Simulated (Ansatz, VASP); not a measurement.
# Ba in VASP and in Ansatz

```
CELL_PARAMETERS angstrom
0.00000 3.10462 3.10462
3.10462 0.00000 3.10462
3.10462 3.10462 0.00000
ATOMIC_POSITIONS crystal
Ba 0.00000 0.00000 0.00000
```

Alike in both runs: task single point; functional revPBE; k mesh 14 × 14 × 14; occupations fermi-dirac, width 0.1 eV; no spin polarisation.

|  | VASP | Ansatz |
| --- | --- | --- |
| version | VASP 6.6.1 | Ansatz 0.2.0 |
| potentials or method | VASP PAW PBE potentials, release 64 (Ba_sv), cutoff 520 eV | plane waves (420 eV) with PAW, scalar-relativistic |
| valence electrons in the cell | 10 | 10 |

VASP gave:

| Item | Value |
| --- | --- |
| pressure (GPa) | 1.3 |

**Question.** Which values does Ansatz return?

**Answer.** Pressure (GPa): 1.2.

VASP's potentials were made for PBE, not for revPBE.

Spin-orbit coupling is off throughout.
